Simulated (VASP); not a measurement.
# Co (Fd-3m) in VASP: notebook, part 4 of 4

VASP 6.6.1. The steps go on from the part before.

## 6. Single point, BLYP, collinear spin, ferromagnetic start (volume scaled by 0.88)

Contents of INCAR:

```
SYSTEM = Co
PREC = Accurate ; ENCUT = 520
EDIFF = 1E-6 ; ISMEAR = -1
SIGMA = 0.05 ; LREAL = .FALSE.
LASPH = .TRUE. ; NELM = 150
ALGO = Normal ; ISIF = 2
LWAVE = .FALSE. ; LCHARG = .FALSE.
ISPIN = 2 ; MAGMOM = 1.736 1.736
LORBIT = 11 ; LMAXMIX = 4
GGA = B5 ; ALDAX = 1.0
AGGAX = 1.0 ; AGGAC = 1.0
ALDAC = 0.0 ; NBANDS = 20
```

Contents of KPOINTS:

```
regular mesh
0
G
  12 12 12
  0 0 0
```

Contents of POSCAR:

```
Co
1.0
    0.0000000000      2.4706432687      2.4706432687
    2.4706432687      0.0000000000      2.4706432687
    2.4706432687      2.4706432687      0.0000000000
Co
2
Direct
    0.1250000000      0.1250000000      0.1250000000
    0.8750000000      0.8750000000      0.8750000000
```

Potentials or basis: VASP PAW PBE potentials, release 64 (Co).

Launch:

```bash
$ cat potpaw_PBE.64/Co/POTCAR > POTCAR
$ mpirun -np 1 vasp_std > vasp.out
```

OUTCAR:

```text
SYSTEM = Co
   PREC = Accurate
   ENCUT = 520
   EDIFF = 1E-6
   ISMEAR = -1
   LREAL = .FALSE.
   LASPH = .TRUE.
   NELM = 150
   ISIF = 2
   ISPIN = 2
   LORBIT = 11
   GGA = B5

 ion  position               nearest neighbor table
   1  0.125  0.125  0.125-   2 2.14   2 2.14   2 2.14   2 2.14
   2  0.875  0.875  0.875-   1 2.14   1 2.14   1 2.14   1 2.14

  LATTYP: Found a face centered cubic cell.
 ALAT       =     4.9412865374

  Lattice vectors:

 A1 = (   0.0000000000,   2.4706432687,   2.4706432687)
 A2 = (   2.4706432687,   0.0000000000,   2.4706432687)
 A3 = (   2.4706432687,   2.4706432687,   0.0000000000)

Analysis of symmetry for initial positions (statically):
=====================================================================
 Subroutine PRICEL returns:
 Original cell was already a primitive cell.

 Routine SETGRP: Setting up the symmetry group for a
 face centered cubic supercell.

 Subroutine GETGRP returns: Found 48 space group operations
 (whereof 12 operations were pure point group operations)
 out of a pool of 48 trial point group operations.

The static configuration has the point symmetry D_3d.
 The point group associated with its full space group is O_h .

Analysis of symmetry for dynamics (positions and initial velocities):
=====================================================================
 Subroutine PRICEL returns:
 Original cell was already a primitive cell.

 Routine SETGRP: Setting up the symmetry group for a
 face centered cubic supercell.

 Subroutine GETGRP returns: Found 48 space group operations
 (whereof 12 operations were pure point group operations)
 out of a pool of 48 trial point group operations.

The dynamic configuration has the point symmetry D_3d.
 The point group associated with its full space group is O_h .

Analysis of structural, dynamic, and magnetic symmetry:
=====================================================================
 Subroutine PRICEL returns:
 Original cell was already a primitive cell.

 Routine SETGRP: Setting up the symmetry group for a
 face centered cubic supercell.

 Subroutine GETGRP returns: Found 48 space group operations
 (whereof 12 operations were pure point group operations)
 out of a pool of 48 trial point group operations.

The overall configuration has the point symmetry D_3d.
 The point group associated with its full space group is O_h .

 Subroutine INISYM returns: Found 48 space group operations
 (whereof 12 operations are pure point group operations),
 and found     1 'primitive' translations

----------------------------------------------------------------------------------------

                                     Primitive cell

  volume of cell :      30.1620

  direct lattice vectors                    reciprocal lattice vectors
     0.000000000  2.470643269  2.470643269    -0.202376444  0.202376444  0.202376444
     2.470643269  0.000000000  2.470643269     0.202376444 -0.202376444  0.202376444
     2.470643269  2.470643269  0.000000000     0.202376444  0.202376444 -0.202376444

  length of vectors
     3.494017218  3.494017218  3.494017218     0.350526284  0.350526284  0.350526284

  position of ions in fractional coordinates (direct lattice)
     0.125000000  0.125000000  0.125000000
     0.875000000  0.875000000  0.875000000

  ion indices of the primitive-cell ions
   primitive index   ion index
[... 62 lines left out ...]
   NGX,Y,Z   is equivalent  to a cutoff of  13.32, 13.32, 13.32 a.u.
   NGXF,Y,Z  is equivalent  to a cutoff of  26.64, 26.64, 26.64 a.u.
 SYSTEM =  Co
   PREC   = accura    normal or accurate (medium, high low for compatibility)
   ISTART =      0    job   : 0-new  1-cont  2-samecut
   ICHARG =      2    charge: 1-file 2-atom 10-const
   ISPIN  =      2    spin polarized calculation?
   LNONCOLLINEAR =      F non collinear calculations
   LSORBIT =      F    spin-orbit coupling
   LASPH  =      T    aspherical Exc in radial PAW
   ENCUT  =  520.0 eV  38.22 Ry    6.18 a.u.   6.50  6.50  6.50*2*pi/ulx,y,z
   NELM   =    150;   NELMIN=  2; NELMDL= -5     # of ELM steps
   EDIFF  = 0.1E-05   stopping-criterion for ELM
   LREAL  =      F    real-space projection
   EDIFFG = 0.1E-04   stopping-criterion for IOM
   NSW    =      0    number of steps for IOM
   IBRION =     -1    ionic relax: 0-MD 1-quasi-New 2-CG
   NFREE  =      0    steps in history (QN), initial steepest desc. (CG)
   ISIF   =      2    stress and relaxation
   ISYM   =      2    0-nonsym 1-usesym 2-fastsym
   POTIM  = 0.5000    time-step for ionic-motion
   TEBEG  =    0.0;   TEEND  =   0.0 temperature during run
   PSTRESS=    0.0 pullay stress
   NELECT =      18.0000    total number of electrons
   NUPDOWN=      -1.0000    fix difference up-down
   EMIN   =  10.00;   EMAX   =-10.00  energy-range for DOS
   EFERMI =   0.00;   METHOD = LEGACY
   ISMEAR =    -1;   SIGMA  =   0.05  broadening in eV -4-tet -1-fermi 0-gaus
   EFERMI_NEDOS =   21; number of points for ismear=-14 and -15
   IALGO  =     38    algorithm
   IMIX   =      4    mixing-type and parameters
     AMIX     =   0.40;   BMIX     =  1.00
     AMIX_MAG =   1.60;   BMIX_MAG =  1.00
  volume/ion in A,a.u.               =      15.08       101.77
  Fermi-wavevector in a.u.,A,eV,Ry     =   1.378306  2.604621 25.847358  1.899727
  Thomas-Fermi vector in A             =   2.503380
   LORBIT       =     11    0 simple, 1 ext, 2 COOP (PROOUT), +10 PAW based schemes
   GGA     = B5    functional components
   LHFCALC =     F    Hartree Fock is set to
   AEXX    =    0.0000 exact exchange contribution
   IVDW    =     0    specifies the selected vdW correction
   LEPSILON=     F    determine dielectric tensor
   LRPA    =     F    only Hartree local field effects (RPA)
 spin polarized calculation
  energy-cutoff  :      520.00
  volume of cell :       30.16
 maximum number of plane-waves:       869
 NGX is ok and might be reduce to    28
   NGX = 13   NGY = 13   NGZ = 13

 number of electron      17.9999997 magnetization       1.2007214

 Free energy of the ion-electron system (eV)
  ---------------------------------------------------
  ext. energy  EPLUGINS =         0.00000000
  ---------------------------------------------------
  free energy    TOTEN  =       -10.13074824 eV

  energy without entropy =      -10.09291042  energy(sigma->0) =      -10.11182933

 E-fermi :   6.5993     XC(G=0): -10.6481

 val. band max:        6.5981587883   @ k =   0.4167   0.2500   0.0833
 cond. band min:       6.5998236699   @ k =   0.0833   0.0833   0.0000
 fundamental gap:      0.0016648816
 Fermi energy:         6.5993087929

 spin component 1

 k-point     1 :       0.0000    0.0000    0.0000
  band No.  band energies     occupation
      1      -0.0701      1.00000
      2       3.4591      1.00000
      3       3.4591      1.00000
      4       3.6091      1.00000
      5       3.6091      1.00000
      6       3.6091      1.00000
[... 541 lines left out ...]
     19      27.0124      0.00000
     20      27.3060      0.00000

 [... further k-points ...]

 spin component 2

 k-point     1 :       0.0000    0.0000    0.0000
  band No.  band energies     occupation
      1      -0.0144      1.00000
      2       3.9445      1.00000
      3       3.9445      1.00000
      4       4.1496      1.00000
      5       4.1496      1.00000
      6       4.1496      1.00000
[... 541 lines left out ...]
     19      27.1261      0.00000
     20      27.4079      0.00000

 [... further k-points ...]
[... 5 lines left out ...]
  --------------------------------------------------------------------------------------
  -------------------------------------------------------------------------------------
  Total        0.9694462      0.9694462      0.9694462      0.0000000     -0.0000000      0.0000000
  in kB       51.4960814     51.4960814     51.4960814      0.0000000     -0.0000000      0.0000000
  external PRESSURE =      51.4960814 kB  Pullay stress =       0.0000000 kB

 VOLUME and BASIS-vectors are now :
 -----------------------------------------------------------------------------
  energy-cutoff  :      520.00
  volume of cell :       30.16
      direct lattice vectors                 reciprocal lattice vectors
     0.000000000  2.470643269  2.470643269    -0.202376444  0.202376444  0.202376444
     2.470643269  0.000000000  2.470643269     0.202376444 -0.202376444  0.202376444
     2.470643269  2.470643269  0.000000000     0.202376444  0.202376444 -0.202376444

 POSITION                                       TOTAL-FORCE (eV/Angst)
 -----------------------------------------------------------------------------------
      0.61766      0.61766      0.61766         0.000000     -0.000000      0.000000
      4.32363      4.32363      4.32363        -0.000000      0.000000     -0.000000
 -----------------------------------------------------------------------------------
    total drift:                                0.000000      0.000000     -0.000000

  FREE ENERGIE OF THE ION-ELECTRON SYSTEM (eV)
  ---------------------------------------------------
  free  energy   TOTEN  =       -10.1307482354 eV

  energy  without entropy=      -10.0929104225  energy(sigma->0) =      -10.11182933

 total charge

# of ion       s       p       d       tot
------------------------------------------
    1        0.549   0.388   7.400   8.337
    2        0.549   0.388   7.400   8.337
--------------------------------------------------
tot          1.097   0.777  14.800  16.673

 magnetization (x)

# of ion       s       p       d       tot
------------------------------------------
    1       -0.010  -0.000   0.596   0.586
    2       -0.010  -0.000   0.596   0.586
--------------------------------------------------
tot         -0.020  -0.000   1.193   1.172
```

OSZICAR:

```text
N       E                     dE             d eps       ncg     rms          rms(c)
DAV:   1     0.948409110299E+02    0.94841E+02   -0.78288E+03  5832   0.108E+03
DAV:   2    -0.605879157970E+01   -0.10090E+03   -0.89714E+02  5816   0.209E+02
DAV:   3    -0.111195939487E+02   -0.50608E+01   -0.48497E+01  6508   0.586E+01
DAV:   4    -0.111971864609E+02   -0.77593E-01   -0.77528E-01  7096   0.657E+00
DAV:   5    -0.111997033631E+02   -0.25169E-02   -0.25167E-02  7012   0.112E+00    0.112E+01
DAV:   6    -0.107007851201E+02    0.49892E+00   -0.71002E+00  6812   0.455E+01    0.673E+00
DAV:   7    -0.101420702163E+02    0.55871E+00   -0.18914E+00  6936   0.210E+01    0.274E+00
DAV:   8    -0.101294771195E+02    0.12593E-01   -0.19831E-02  7612   0.125E+00    0.128E+00
DAV:   9    -0.101243759259E+02    0.51012E-02   -0.38107E-03  8176   0.944E-01    0.444E-01
DAV:  10    -0.101261984757E+02   -0.18225E-02   -0.11385E-03  7508   0.420E-01    0.400E-01
DAV:  11    -0.101287589486E+02   -0.25605E-02   -0.16184E-03  7572   0.665E-01    0.317E-01
DAV:  12    -0.101298707899E+02   -0.11118E-02   -0.10750E-02  7740   0.165E+00    0.231E-01
DAV:  13    -0.101306034285E+02   -0.73264E-03   -0.36030E-03  7584   0.101E+00    0.997E-02
DAV:  14    -0.101307164715E+02   -0.11304E-03   -0.11407E-04  7564   0.174E-01    0.363E-02
DAV:  15    -0.101307462004E+02   -0.29729E-04   -0.73965E-05  7700   0.137E-01    0.685E-03
DAV:  16    -0.101307482550E+02   -0.20546E-05   -0.73515E-06  6516   0.296E-02    0.251E-03
DAV:  17    -0.101307482354E+02    0.19569E-07   -0.20196E-07  3280   0.540E-03
   1 F= -.10130748E+02 E0= -.10111829E+02  d E =-.378378E-01  mag=     1.2002
```

stdout:

```text
POSCAR found type information on POSCAR Co
 POSCAR found :  1 types and       2 ions
 scaLAPACK will be used
 -----------------------------------------------------------------------------
|                                                                             |
|                                                                             |
|     You enforced a specific xc type in the INCAR file but a different       |
|     I HOPE YOU KNOW WHAT YOU ARE DOING!                                     |
|                                                                             |
 -----------------------------------------------------------------------------

 LDA part: xc-table for (Slater(with rela. corr.)+VWN5), standard interpolation
 POSCAR, INCAR and KPOINTS ok, starting setup
 FFT: planning ... GRIDC
 FFT: planning ... GRID_SOFT
 FFT: planning ... GRID
 WAVECAR not read
 entering main loop
```

Wall time 1.7 min (1 thread of Intel Xeon 6975P-C, shared host); peak memory 0.21 GiB.

What came out:

* Free energy: -10.1307 eV
* Pressure: 5.1 GPa
* Net moment: 1.20 μB per cell
* Site moments: Co +0.59 μB
* Valence electrons inside the program's atomic spheres: Co 8.34

Levels at points of the mesh, in eV from the Fermi level:
Spin up:
```tsv
k point	band 7	band 8	band 9	band 10	band 11	band 12	band 13	band 14
(0.00, 0.00, 0.00)	-1.25	-1.25	-1.25	0.05	0.05	13.21	13.21	13.21
(0.50, 0.00, 0.00)	-1.28	-0.78	-0.78	-0.17	-0.17	1.26	9.63	9.63
(0.50, 0.50, 0.00)	-1.50	-1.50	-0.01	-0.01	1.77	1.77	4.97	4.97
```
Spin down:
```csv
k point,band 5,band 6,band 7,band 8,band 9,band 10,band 11,band 12
"(0.00, 0.00, 0.00)",-2.45,-2.45,-0.65,-0.65,-0.65,0.67,0.67,13.39
"(0.50, 0.00, 0.00)",-2.45,-2.45,-1.19,-0.22,-0.22,0.50,0.50,1.80
"(0.50, 0.50, 0.00)",-1.72,-1.72,-0.95,-0.95,0.68,0.68,2.16,2.16
```

Caveat: the PAW data sets were made with another functional, which shifts forces and pressure a little.

## 7. Summary

| task | spin | cell | k mesh | cutoff (eV) | smearing | gap on the mesh (eV) | pressure (GPa) | moment (μB) |
| --- | --- | --- | --- | --- | --- | --- | --- | --- |
| single point | off | a = 3.674 Å, angles 60.0°, 2 atoms | 12 × 12 × 12 | 520 | fermi-dirac 0.1 eV | none | -9.8 | - |
| relaxation of cell and atoms | off | relaxed from a = 3.484 Å, angles 60.0°, 2 atoms | 11 × 11 × 11 | 600 | fermi-dirac 0.1 eV | none | 0.0 | - |
| single point | off | a = 3.538 Å, angles 60.0°, 2 atoms | 18 × 18 × 18 | 520 | fermi-dirac 0.1 eV | none | -0.4 | - |
| single point | collinear, ferromagnetic start | a = 3.646 Å, angles 60.0°, 2 atoms | 11 × 11 × 11 | 520 | fermi-dirac 0.05 eV | none | -0.3 | 3.40 |
| single point | collinear, ferromagnetic start | a = 3.494 Å, angles 60.0°, 2 atoms | 12 × 12 × 12 | 520 | fermi-dirac 0.05 eV | none | 5.1 | 1.20 |

Alike in all rows: level BLYP; potentials or basis VASP PAW PBE potentials, release 64 (Co).

Caveats: the PAW data sets were made with another functional, which shifts forces and pressure a little.

Absolute energies hang on the potentials; compare differences alone.
